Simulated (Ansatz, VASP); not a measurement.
**SnTe: VASP beside Ansatz**

Contents of INCAR:

```
  PREC = Accurate
  ENCUT = 520
  EDIFF = 1E-6
  ISMEAR = 0
  SIGMA = 0.01
  LREAL = False
  LASPH = True
  NELM = 100
  ALGO = Normal
  ISIF = 2
  LWAVE = False
  LCHARG = False
  GGA = PE
  NBANDS = 17
```

The input KPOINTS:

```
regular mesh
0
Gamma
  10 10 10
```

The input POSCAR:

```
SnTe
1.0
    0.0000000000      3.2693753223      3.2693753223
    3.2693753223      0.0000000000      3.2693753223
    3.2693753223      3.2693753223      0.0000000000
Sn Te
1 1
Direct
    0.0000000000      0.0000000000      0.0000000000
    0.5000000000      0.5000000000      0.5000000000
```

Input for Ansatz:

```yaml
crystal:
  lattice:
    - [0.0, 3.2693753223, 3.2693753223]
    - [3.2693753223, 0.0, 3.2693753223]
    - [3.2693753223, 3.2693753223, 0.0]
  atoms:
    - { symbol: Sn, position: [0.0, 0.0, 0.0] }
    - { symbol: Te, position: [0.5, 0.5, 0.5] }
basis:
  ecutwfc: 420
kpoints:
  mp_grid: { grid: [10, 10, 10] }
hamiltonian:
  xc: pbe
scf:
  occupations: { method: gaussian, width: 0.01 }
output:
  forces: true
  stress: true
  eigenvalues: true
```

Alike in both runs: task single point; functional PBE; k mesh 10 × 10 × 10; occupations gaussian, width 0.01 eV; no spin polarisation.

```csv
,VASP,Ansatz
version,VASP 6.6.1,Ansatz 0.2.0
potentials or method,"VASP PAW PBE potentials, release 64 (Sn_d, Te), cutoff 520 eV","scalar-relativistic, plane waves, PAW"
valence electrons in the cell,20,30
```

|  | VASP | Ansatz | Ansatz less VASP |
| --- | --- | --- | --- |
| gap on the k mesh at the Fermi level (eV) | 0.21 | 0.21 | +0.001 |
| least direct gap on the mesh (eV) | 0.21 | 0.21 | +0.001 |
| pressure (GPa) | -2.2 | -2.1 | +0.06 |

VASP's potentials hold 20 valence electrons a cell and Ansatz's 30, so a difference there can come from the potentials and not from the codes.

Neither program's run includes spin-orbit coupling.
